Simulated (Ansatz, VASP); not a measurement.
# Hf: VASP beside Ansatz

```
CELL_PARAMETERS angstrom
-1.89525 1.89525 1.89525
1.89525 -1.89525 1.89525
1.89525 1.89525 -1.89525
ATOMIC_POSITIONS crystal
Hf 0.00000 0.00000 0.00000
```

Change from the starting cell: strain +0.050 along x and y, +0.050 along z, atoms carried along.

Alike in both runs: task single point; functional r2SCAN; k mesh 18 × 18 × 18; occupations gaussian, width 0.15 eV; no spin polarisation.

|  | VASP | Ansatz |
| --- | --- | --- |
| version | VASP 6.6.1 | Ansatz 0.2.0 |
| potentials or method | VASP PAW PBE potentials, release 64 (Hf_pv), cutoff 520 eV | scalar-relativistic, plane waves, PAW |
| valence electrons in the cell | 10 | 26 |

Ansatz gave:

```
gap on the k mesh at the Fermi level (eV) : none
pressure (GPa)                            : -14.9
```

**Question.** Which values does VASP return?

**Answer.** gap on the k mesh at the Fermi level (eV): none; pressure (GPa): -15.4.

VASP's potentials were made for PBE, not for r2SCAN. A gap of «none» marks a metal or a gap that the smearing closes. VASP's potentials hold 10 valence electrons a cell and Ansatz's 26, so a difference there can come from the potentials and not from the codes.

Spin-orbit coupling is off throughout.
